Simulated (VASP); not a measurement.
# C in VASP: further runs

Runs on C. Level: PBE. Tasks: single point.

All numbers are computed with VASP 6.6.1; they aren't measurements. Logs are shortened: lines on timing, memory, paths and dates and some standing lists are left out, and cuts for length are marked.

## 1. The cell of the first run

The cell holds a slab with vacuum, 13 atoms: a = 4.933 Å, b = 8.872 Å, c = 20.291 Å, α = 90.00°, β = 90.00°, γ = 97.99°.

## 2. Single point, PBE

The input, INCAR:

```
PREC = Accurate
ENCUT = 520
EDIFF = 1E-7
ISMEAR = 0
SIGMA = 0.1
LREAL = F
LASPH = T
NELM = 80
ALGO = Normal
ISIF = 2
LWAVE = F
LCHARG = F
LDIPOL = T
IDIPOL = 3
DIPOL = 0.5 0.5 0.321
GGA = PE
NBANDS = 38
```

The input, KPOINTS:

```
Automatic mesh
0
Gamma
  6 3 1
```

The input, POSCAR:

```
C
1.0
    4.9326910637      0.0000000000      0.0000000000
   -1.2331727659      8.7858796705      0.0000000000
    0.0000000000      0.0000000000     20.2907137603
C
13
Direct
    0.0197005045      0.0788020180      0.1971345142
    0.5197005045      0.0788020180      0.1971345142
    0.2746256306      0.0985025225      0.2311704236
    0.7746256306      0.0985025225      0.2311704236
    0.2844758829      0.1379035315      0.2992422423
    0.7844758829      0.1379035315      0.2992422423
    0.0392967055      0.1571967531      0.3324023561
    0.5392967055      0.1571967531      0.3324023561
    0.0496769843      0.1987214031      0.4035397279
    0.5496769843      0.1987214031      0.4035397279
    0.3040736562      0.2163109382      0.4332382717
    0.8040736562      0.2163109382      0.4332382717
    0.4290736562      0.7163109382      0.3785025909
```

Potentials or basis: VASP PAW PBE potentials, release 64 (C).

On the command line:

```sh
$ cat potpaw_PBE.64/C/POTCAR > POTCAR
$ mpirun -np 1 vasp_std > vasp.out
```

OUTCAR:

```text
PREC = Accurate
   ENCUT = 520
   EDIFF = 1E-7
   ISMEAR = 0
   LREAL = F
   LASPH = T
   NELM = 80
   ISIF = 2
   GGA = PE

 ion  position               nearest neighbor table
   1  0.020  0.079  0.197-   3 1.42   4 1.42
   2  0.520  0.079  0.197-   4 1.42   3 1.42
   3  0.275  0.099  0.231-   5 1.42   1 1.42   2 1.42
   4  0.775  0.099  0.231-   6 1.42   2 1.42   1 1.42
   5  0.284  0.138  0.299-   8 1.41   7 1.41   3 1.42
   6  0.784  0.138  0.299-   7 1.41   8 1.41   4 1.42
   7  0.039  0.157  0.332-   6 1.41   5 1.41   9 1.49
   8  0.539  0.157  0.332-   5 1.41   6 1.41  10 1.49
   9  0.050  0.199  0.404-  11 1.38  12 1.38   7 1.49
  10  0.550  0.199  0.404-  12 1.38  11 1.38   8 1.49
  11  0.304  0.216  0.433-   9 1.38  10 1.38
  12  0.804  0.216  0.433-  10 1.38   9 1.38
  13  0.429  0.716  0.379-

  LATTYP: Found a simple monoclinic cell.
 ALAT       =     4.9326910637
 B/A-ratio  =     4.1135180570
 C/A-ratio  =     1.7986126840
 COS(beta)  =    -0.1389960174

  Lattice vectors:

 A1 = (   4.9326910637,   0.0000000000,   0.0000000000)
 A2 = (   0.0000000000,   0.0000000000, -20.2907137603)
 A3 = (  -1.2331727659,   8.7858796705,   0.0000000000)

Analysis of symmetry for initial positions (statically):
=====================================================================
 Subroutine PRICEL returns:
 Original cell was already a primitive cell.

 Routine SETGRP: Setting up the symmetry group for a
 simple monoclinic supercell.

 Subroutine GETGRP returns: Found  1 space group operations
 (whereof  1 operations were pure point group operations)
 out of a pool of  4 trial point group operations.

The static configuration has the point symmetry C_1 .

Analysis of symmetry for dynamics (positions and initial velocities):
=====================================================================
 Subroutine PRICEL returns:
 Original cell was already a primitive cell.

 Routine SETGRP: Setting up the symmetry group for a
 simple monoclinic supercell.

 Subroutine GETGRP returns: Found  1 space group operations
 (whereof  1 operations were pure point group operations)
 out of a pool of  4 trial point group operations.

The dynamic configuration has the point symmetry C_1 .

 Subroutine INISYM returns: Found  1 space group operations
 (whereof  1 operations are pure point group operations),
 and found     1 'primitive' translations

----------------------------------------------------------------------------------------

                                     Primitive cell

  volume of cell :     879.3596

  direct lattice vectors                    reciprocal lattice vectors
     4.932691064  0.000000000  0.000000000     0.202729096  0.028454749  0.000000000
    -1.233172766  8.785879670  0.000000000     0.000000000  0.113818996  0.000000000
     0.000000000  0.000000000 20.290713760     0.000000000  0.000000000  0.049283629

  length of vectors
     4.932691064  8.872000713 20.290713760     0.204716289  0.113818996  0.049283629

  position of ions in fractional coordinates (direct lattice)
     0.019700505  0.078802018  0.197134514
     0.519700505  0.078802018  0.197134514
     0.274625631  0.098502522  0.231170424
     0.774625631  0.098502522  0.231170424
     0.284475883  0.137903532  0.299242242
     0.784475883  0.137903532  0.299242242
     0.039296705  0.157196753  0.332402356
     0.539296705  0.157196753  0.332402356
     0.049676984  0.198721403  0.403539728
     0.549676984  0.198721403  0.403539728
     0.304073656  0.216310938  0.433238272
     0.804073656  0.216310938  0.433238272
     0.429073656  0.716310938  0.378502591

  ion indices of the primitive-cell ions
   primitive index   ion index
                 1           1
                 2           2
                 3           3
                 4           4
                 5           5
                 6           6
                 7           7
                 8           8
                 9           9
                10          10
                11          11
                12          12
                13          13

----------------------------------------------------------------------------------------

 KPOINTS: Automatic mesh

Automatic generation of k-mesh.
 Grid dimensions read from file:
 generate k-points for:    6    3    1

 Generating k-lattice:

  Cartesian coordinates                     Fractional coordinates (reciprocal lattice)
     0.033788183  0.004742458  0.000000000     0.166666667  0.000000000  0.000000000
     0.000000000  0.037939665  0.000000000     0.000000000  0.333333333  0.000000000
     0.000000000  0.000000000  0.049283629     0.000000000  0.000000000  1.000000000

  Length of vectors
     0.034119382  0.037939665  0.049283629

  Shift w.r.t. Gamma in fractional coordinates (k-lattice)
     0.000000000  0.000000000  0.000000000

 Subroutine IBZKPT returns following result:
 ===========================================

 Found     10 irreducible k-points:

 Following reciprocal coordinates:
            Coordinates               Weight
  0.000000  0.000000  0.000000      1.000000
  0.166667 -0.000000  0.000000      2.000000
  0.333333 -0.000000  0.000000      2.000000
  0.500000 -0.000000  0.000000      1.000000
  0.000000  0.333333  0.000000      2.000000
  0.166667  0.333333  0.000000      2.000000
  0.333333  0.333333  0.000000      2.000000
  0.500000  0.333333  0.000000      2.000000
 -0.333333  0.333333  0.000000      2.000000
 -0.166667  0.333333  0.000000      2.000000
   k-points           NKPTS =     10   k-points in BZ     NKDIM =     10   number of bands    NBANDS=     38
   number of dos      NEDOS =    301   number of ions     NIONS =     13
   total plane-waves  NPLWV = 448000
   dimension x,y,z NGX =    40 NGY =   70 NGZ =  160
   dimension x,y,z NGXF=    80 NGYF=  140 NGZF=  320
   ions per type =              13
   NGX,Y,Z   is equivalent  to a cutoff of  13.48, 13.12, 13.11 a.u.
   NGXF,Y,Z  is equivalent  to a cutoff of  26.96, 26.23, 26.22 a.u.
 SYSTEM =  unknown system
   PREC   = accura    normal or accurate (medium, high low for compatibility)
   ISTART =      0    job   : 0-new  1-cont  2-samecut
   ICHARG =      2    charge: 1-file 2-atom 10-const
   ISPIN  =      1    spin polarized calculation?
   LNONCOLLINEAR =      F non collinear calculations
   LSORBIT =      F    spin-orbit coupling
   LASPH  =      T    aspherical Exc in radial PAW
   ENCUT  =  520.0 eV  38.22 Ry    6.18 a.u.   9.17 16.50 37.73*2*pi/ulx,y,z
   NELM   =     80;   NELMIN=  2; NELMDL= -5     # of ELM steps
   EDIFF  = 0.1E-06   stopping-criterion for ELM
   LREAL  =      F    real-space projection
   EDIFFG = 0.1E-05   stopping-criterion for IOM
   NSW    =      0    number of steps for IOM
   IBRION =     -1    ionic relax: 0-MD 1-quasi-New 2-CG
   NFREE  =      0    steps in history (QN), initial steepest desc. (CG)
   ISIF   =      2    stress and relaxation
   ISYM   =      2    0-nonsym 1-usesym 2-fastsym
   POTIM  = 0.5000    time-step for ionic-motion
   TEBEG  =    0.0;   TEEND  =   0.0 temperature during run
   PSTRESS=    0.0 pullay stress
   NELECT =      52.0000    total number of electrons
   NUPDOWN=      -1.0000    fix difference up-down
   EMIN   =  10.00;   EMAX   =-10.00  energy-range for DOS
   EFERMI =   0.00;   METHOD = LEGACY
   ISMEAR =     0;   SIGMA  =   0.10  broadening in eV -4-tet -1-fermi 0-gaus
   EFERMI_NEDOS =   21; number of points for ismear=-14 and -15
   IALGO  =     38    algorithm
   IMIX   =      4    mixing-type and parameters
     AMIX     =   0.40;   BMIX     =  1.00
     AMIX_MAG =   1.60;   BMIX_MAG =  1.00
  volume/ion in A,a.u.               =      67.64       456.48
  Fermi-wavevector in a.u.,A,eV,Ry     =   0.637804  1.205274  5.534764  0.406794
  Thomas-Fermi vector in A             =   1.702933
   LORBIT       =      0    0 simple, 1 ext, 2 COOP (PROOUT), +10 PAW based schemes
   GGA     = PE    functional components
   LHFCALC =     F    Hartree Fock is set to
   AEXX    =    0.0000 exact exchange contribution
   IVDW    =     0    specifies the selected vdW correction
   LEPSILON=     F    determine dielectric tensor
   LRPA    =     F    only Hartree local field effects (RPA)
 non-spin polarized calculation
 Gauss-broadening in eV      SIGMA  =   0.10
  energy-cutoff  :      520.00
  volume of cell :      879.36
 maximum number of plane-waves:     23724
 NGX is ok and might be reduce to    40
   NGX = 19   NGY = 33   NGZ = 75

 number of electron      52.0000001 magnetization

 dipolmoment           0.000000      0.000000     -0.087080 electrons x Angstroem

 Free energy of the ion-electron system (eV)
  ---------------------------------------------------
  ext. energy  EPLUGINS =         0.00000000
  ---------------------------------------------------
  free energy    TOTEN  =       -98.11236513 eV

  energy without entropy =      -97.92789217  energy(sigma->0) =      -98.02012865

 E-fermi :  -4.6155     XC(G=0):  -2.2953

 val. band max:       -4.6299368274   @ k =  -0.3333   0.3333   0.0000
 cond. band min:      -4.6154232436   @ k =   0.0000   0.3333   0.0000
 fundamental gap:      0.0145135838
 Fermi energy:        -4.6154751950

 k-point     1 :       0.0000    0.0000    0.0000
  band No.  band energies     occupation
      1     -23.2066      2.00000
      2     -21.5189      2.00000
      3     -19.1799      2.00000
      4     -19.0475      2.00000
      5     -18.9968      2.00000
      6     -17.3803      2.00000
[... 30 lines left out ...]
     37       1.2941      0.00000
     38       1.8428      0.00000

 k-point     2 :       0.1667   -0.0000    0.0000
  band No.  band energies     occupation
      1     -23.0852      2.00000
      2     -21.4018      2.00000
      3     -20.2370      2.00000
      4     -19.0722      2.00000
      5     -18.7325      2.00000
      6     -17.3510      2.00000
[... 30 lines left out ...]
     37       1.4653      0.00000
     38       1.9170      0.00000

 k-point     3 :       0.3333   -0.0000    0.0000
  band No.  band energies     occupation
      1     -22.7220      2.00000
      2     -21.2873      2.00000
      3     -21.0515      2.00000
      4     -19.6773      2.00000
      5     -18.7495      2.00000
      6     -17.4700      2.00000
[... 30 lines left out ...]
     37       1.8989      0.00000
     38       1.9842      0.00000

 k-point     4 :       0.5000   -0.0000    0.0000
  band No.  band energies     occupation
      1     -22.1214      2.00000
      2     -22.1195      2.00000
      3     -20.4730      2.00000
      4     -20.4724      2.00000
      5     -18.2146      2.00000
      6     -18.2134      2.00000
[... 30 lines left out ...]
     37       2.1520      0.00000
     38       2.3355      0.00000
[... 129 lines left out ...]
      4     -20.4724      2.00000
      5     -18.2146      2.00000
      6     -18.2134      2.00000
[... 30 lines left out ...]
     37       2.1987      0.00000
     38       2.2734      0.00000

 k-point     9 :      -0.3333    0.3333    0.0000
  band No.  band energies     occupation
      1     -22.7220      2.00000
      2     -21.2873      2.00000
      3     -21.0515      2.00000
      4     -19.6773      2.00000
      5     -18.7495      2.00000
      6     -17.4700      2.00000
[... 30 lines left out ...]
     37       1.8079      0.00000
     38       2.0945      0.00000

 k-point    10 :      -0.1667    0.3333    0.0000
  band No.  band energies     occupation
      1     -23.0852      2.00000
      2     -21.4018      2.00000
      3     -20.2370      2.00000
      4     -19.0722      2.00000
      5     -18.7325      2.00000
      6     -17.3510      2.00000
[... 30 lines left out ...]
     37       1.4135      0.00000
     38       1.6353      0.00000

------------------------ aborting loop because EDIFF is reached ----------------------------------------

 vacuum level on the upper side and lower side of the slab       (xc-potential included)        -0.220         0.133

  FORCE on cell =-STRESS in cart. coord.  units (eV):
  Direction    XX          YY          ZZ          XY          YZ          ZX
  --------------------------------------------------------------------------------------
  -------------------------------------------------------------------------------------
  Total       -0.4846939     -0.1373423      2.0322390      0.0010529      0.6194157      0.0012614
  in kB       -0.8831036     -0.2502352      3.7027030      0.0019183      1.1285643      0.0022982
  external PRESSURE =       0.8564547 kB  Pullay stress =       0.0000000 kB

 VOLUME and BASIS-vectors are now :
 -----------------------------------------------------------------------------
  energy-cutoff  :      520.00
  volume of cell :      879.36
      direct lattice vectors                 reciprocal lattice vectors
     4.932691064  0.000000000  0.000000000     0.202729096  0.028454749  0.000000000
    -1.233172766  8.785879670  0.000000000     0.000000000  0.113818996  0.000000000
     0.000000000  0.000000000 20.290713760     0.000000000  0.000000000  0.049283629

 POSITION                                       TOTAL-FORCE (eV/Angst)
 -----------------------------------------------------------------------------------
      0.00000      0.69235      4.00000        -0.001029      0.413616      1.677010
      2.46635      0.69235      4.00000         0.001106      0.414931      1.676245
      1.23317      0.86543      4.69061         0.000116     -0.804934     -3.217084
      3.69952      0.86543      4.69061        -0.000105     -0.801755     -3.211638
      1.23317      1.21160      6.07184        -0.010608      0.375717      1.490135
      3.69952      1.21160      6.07184         0.009848      0.374377      1.487874
     -0.00001      1.38111      6.74468        -0.001632     -0.005708      0.001202
      2.46633      1.38111      6.74468         0.002297     -0.027705      0.010530
     -0.00002      1.74594      8.18811        -0.004530      0.019367      0.036307
      2.46633      1.74594      8.18811         0.003687      0.025844      0.040339
      1.23315      1.90048      8.79071         0.004073      0.022834      0.008679
      3.69950      1.90048      8.79071        -0.003398     -0.003135     -0.004157
      1.23315      6.29342      7.68009         0.000174     -0.003450      0.004559
 -----------------------------------------------------------------------------------
    total drift:                                0.000075     -0.000100      0.000187

  FREE ENERGIE OF THE ION-ELECTRON SYSTEM (eV)
  ---------------------------------------------------
  free  energy   TOTEN  =       -98.1123651314 eV

  energy  without entropy=      -97.9278921669  energy(sigma->0) =      -98.02012865

 vacuum level on the upper side and lower side of the slab         1.257         1.619
```

Wall time 24 min (1 thread of Intel Xeon 8259CL, shared host); peak memory 0.97 GiB.

What came out:

```yaml
Free_energy: -98.1124 eV
Largest_force: 3.316 eV/Å
Band_gap_on_the_k_mesh: zero (bands 26 and 27 overlap by 0.01 eV)
```

Forces on the atoms (eV/Å):
```
C   -0.001  0.414  1.677
C    0.001  0.415  1.676
C    0.000 -0.805 -3.217
C    0.000 -0.802 -3.212
C   -0.011  0.376  1.490
C    0.010  0.374  1.488
C   -0.002 -0.006  0.001
C    0.002 -0.028  0.011
C   -0.005  0.019  0.036
C    0.004  0.026  0.040
C    0.004  0.023  0.009
C   -0.003 -0.003 -0.004
C    0.000 -0.003  0.005
```

Levels at points of the mesh, in eV from the Fermi level:
| k point | band 23 | band 24 | band 25 | band 26 | band 27 | band 28 |
| --- | --- | --- | --- | --- | --- | --- |
| (0.00, 0.00, 0.00) | -0.44 | -0.32 | -0.28 | 0.02 | 0.02 | 0.19 |
| (0.50, 0.00, 0.00) | -1.57 | -0.09 | -0.05 | -0.04 | 0.03 | 0.05 |

## 3. Single point, PBE

The input, INCAR:

```
SYSTEM = C
  ALGO = Normal
  DIPOL = 0.5 0.5 0.326
  EDIFF = 1E-7
  ENCUT = 520
  GGA = PE
  IDIPOL = 3
  ISIF = 2
  ISMEAR = 0
  LASPH = .True.
  LCHARG = .False.
  LDIPOL = .True.
  LREAL = .False.
  LWAVE = .False.
  NBANDS = 38
  NELM = 60
  PREC = Accurate
  SIGMA = 0.1
```

The input, KPOINTS:

```
k-points
0
Gamma
  6 3 1
  0 0 0
```

Edit POSCAR of step 2 so:

```diff
@@ -20,2 +20,2 @@
     0.8040736562      0.2163109382      0.4332382717
-    0.4290736562      0.7163109382      0.3785025909
+    0.5540736562      0.4663109382      0.4505255667
```

Potentials or basis: VASP PAW PBE potentials, release 64 (C).

On the command line:

```sh
$ cat potpaw_PBE.64/C/POTCAR > POTCAR
$ mpirun -np 1 vasp_std > vasp.out
```

It took 21 min on 1 thread of Intel Xeon 8259CL, shared host; peak memory 0.94 GiB.

It converged, with:

* Free energy: -100.3422 eV
* Largest force: 3.617 eV/Å
* Band gap on the k mesh: zero (bands 26 and 27 overlap by 0.04 eV)

Forces in eV/Å, atoms in the order of the input:
```
C   -0.056  0.597  1.939
C    0.051  0.469  1.961
C    0.002 -0.911 -3.500
C    0.003 -0.884 -3.290
C    0.041  0.352  1.417
C   -0.054  0.344  1.300
C   -0.086 -0.280  0.537
C    0.131 -0.181  0.297
C   -0.420 -0.169 -0.560
C    0.405 -0.413 -1.549
C    0.605  3.165  0.921
C   -0.440  1.512  0.512
C   -0.182 -3.601  0.017
```

Levels at points of the mesh, in eV from the Fermi level:
```
           k point  band 22  band 23  band 24  band 25  band 26  band 27  band 28  band 29  band 30  band 31
(0.00, 0.00, 0.00)    -2.03    -1.15    -0.61    -0.32    -0.10     0.08     0.23     0.92     1.07     1.70
(0.50, 0.00, 0.00)    -1.77    -1.68    -0.75    -0.44    -0.06    -0.05     0.25     0.66     1.33     3.07
```
